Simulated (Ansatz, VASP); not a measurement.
**Two plane-wave programs on Sb**

File INCAR:

```
SYSTEM = Sb
  PREC = Accurate
  ENCUT = 520
  EDIFF = 1E-6
  ISMEAR = -1
  SIGMA = 0.1
  LREAL = .False.
  LASPH = .True.
  NELM = 60
  ALGO = Normal
  ISIF = 2
  LWAVE = .False.
  LCHARG = .False.
  GGA = RP
  NBANDS = 12
```

Contents of KPOINTS:

```
Automatic mesh
0
Gamma
  12 12 8
  0 0 0
```

File POSCAR:

```
Sb
1.0
   -2.9576928736      2.9590622666      1.5785678858
    2.9590622666     -2.9576928736      1.5785678858
    2.9754328798      2.9754328798     -1.5760598401
Sb
2
Direct
    0.9999850888      0.0000149112      0.0000000000
    0.7500149112      0.2499850888      0.5000000000
```

Input for Ansatz:

```yaml
crystal:
  lattice:
    - [-2.9576928736, 2.9590622666, 1.5785678858]
    - [2.9590622666, -2.9576928736, 1.5785678858]
    - [2.9754328798, 2.9754328798, -1.5760598401]
  atoms:
    - { symbol: Sb, position: [0.9999850888, 1.49112e-05, 0.0] }
    - { symbol: Sb, position: [0.7500149112, 0.2499850888, 0.5] }
hamiltonian:
  xc: rpbe
  pseudopotentials:
    kind: paw
    azcp:
      Sb: "pseudopotentials/Sb.paw.azcp"
basis:
  ecutwfc: 420
  fft_grid_basis: typed
kpoints:
  mp_grid: { grid: [12, 12, 8], shift: [0, 0, 0] }
magnetization:
  spin_polarized: false
scf:
  occupations: { method: fermi_dirac, width: 0.1 }
  lower_state_search: "off"
output:
  stress: true
```

Alike in both runs: task single point; functional RPBE; k mesh 12 × 12 × 8; occupations fermi-dirac, width 0.1 eV; no spin polarisation.

|  | VASP | Ansatz |
| --- | --- | --- |
| version | VASP 6.6.1 | Ansatz 0.2.0 |
| potentials or method | VASP PAW PBE potentials, release 64 (Sb), cutoff 520 eV | plane waves (420 eV) with PAW, scalar-relativistic |
| valence electrons in the cell | 10 | 30 |

Ansatz gave:

| Property | Result |
| --- | --- |
| pressure (GPa) | 5.3 |
| traceless stress, the component that is largest in VASP (GPa) | 0.22 |

What did VASP give for the same quantities?

Pressure (GPa): 5.2; traceless stress, the component that is largest in VASP (GPa): 0.20.

VASP's potentials were made for PBE, not for RPBE. VASP's potentials hold 10 valence electrons a cell and Ansatz's 30, so a difference there can come from the potentials and not from the codes.

Neither program's run includes spin-orbit coupling.
